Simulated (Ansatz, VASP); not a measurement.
One calculation of Se, two programs

Contents of INCAR:

```
SYSTEM = Se
PREC     = Accurate       ! precision mode
ENCUT    = 520            ! plane-wave cutoff, eV
EDIFF    = 1E-8           ! SCF threshold, eV
ISMEAR   = -1             ! smearing method
SIGMA    = 0.03           ! smearing width, eV
LREAL    = .FALSE.        ! projectors in reciprocal space
LASPH    = .TRUE.         ! aspherical terms in the spheres
NELM     = 60             ! most SCF steps
ALGO     = Normal         ! electronic algorithm
ISIF     = 2              ! what is computed and relaxed
LWAVE    = .FALSE.        ! write WAVECAR
LCHARG   = .FALSE.        ! write CHGCAR
GGA      = PE             ! functional
LEFG     = .TRUE.       
NBANDS   = 9              ! bands
```

The input KPOINTS:

```
regular mesh
0
G
  16 16 16
  0 0 0
```

POSCAR

```
Se
1.0
    0.0000000000      2.2087330901      2.2087330901
    2.2087330901      0.0000000000      2.2087330901
    2.2087330901      2.2087330901      0.0000000000
Se
1
Direct
    0.0000000000      0.0000000000      0.0000000000
```

Input for Ansatz:

```yaml
crystal:
  lattice:
    - [0.0, 2.2087330901, 2.2087330901]
    - [2.2087330901, 0.0, 2.2087330901]
    - [2.2087330901, 2.2087330901, 0.0]
  atoms:
    - { symbol: Se, position: [0.0, 0.0, 0.0] }
kpoints:
  mp_grid: { grid: [16, 16, 16] }
scf:
  occupations: { method: fermi_dirac, width: 0.03 }
hamiltonian:
  xc: pbe
  pseudopotentials: { kind: paw }
output:
  forces: true
  stress: true
  eigenvalues: true
  efg: { contact_densities: true }
```

Change from the starting cell: volume scaled by 1.06, PAW files.

Alike in both runs: task electric field gradients; functional PBE; k mesh 16 × 16 × 16; occupations fermi-dirac, width 0.03 eV; no spin polarisation.

```csv
,VASP,Ansatz
version,VASP 6.6.1,Ansatz 0.2.0
potentials or method,"VASP PAW PBE potentials, release 64 (Se)","PAW with Ansatz's default frozen-core files, scalar-relativistic"
plane-wave cutoff (eV),520,420
valence electrons in the cell,6,16
```

```csv
,VASP,Ansatz,Ansatz less VASP
pressure (GPa),-3.6,-3.6,+0.01
```

VASP's potentials hold 6 valence electrons a cell and Ansatz's 16, so a difference there can come from the potentials and not from the codes.
